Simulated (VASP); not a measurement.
Input of a VASP 6.6.1 run:

File INCAR:

```
SYSTEM = PbF2
ALGO = Normal ; EDIFF = 1E-6
ENCUT = 520 ; GGA = PS
ISIF = 2 ; ISMEAR = 0
LASPH = .True. ; LCHARG = .False.
LREAL = .False. ; LWAVE = .False.
NBANDS = 21 ; NELM = 100
PREC = Accurate ; SIGMA = 0.01
```

KPOINTS

```
k-points
0
Gamma
  8 8 8
  0 0 0
```

The input POSCAR:

```
PbF2
1.0
    0.0000000000      3.0282500826      3.0282500826
    3.0282500826      0.0000000000      3.0282500826
    3.0282500826      3.0282500826      0.0000000000
Pb F
1 2
Direct
    0.0000000000      0.0000000000      0.0000000000
    0.2500000000      0.2500000000      0.2500000000
    0.7500000000      0.7500000000      0.7500000000
```

Potentials or basis: VASP PAW PBE potentials, release 64 (Pb_d, F).

The run is started by

```sh
$ cat potpaw_PBE.64/Pb_d/POTCAR potpaw_PBE.64/F/POTCAR > POTCAR
$ mpirun -np 1 vasp_std > vasp.out
```

Question: Predict the band gap on the k mesh.

Answer: 4.29 eV, indirect (least direct gap 4.45 eV).

Question: Predict the pressure.

Answer: -5.2 GPa.

Caveat: the PAW data sets were made with another functional, which shifts forces and pressure a little; spin-orbit coupling is left out, which moves the levels of the heavy elements. A k mesh can miss the band edges.
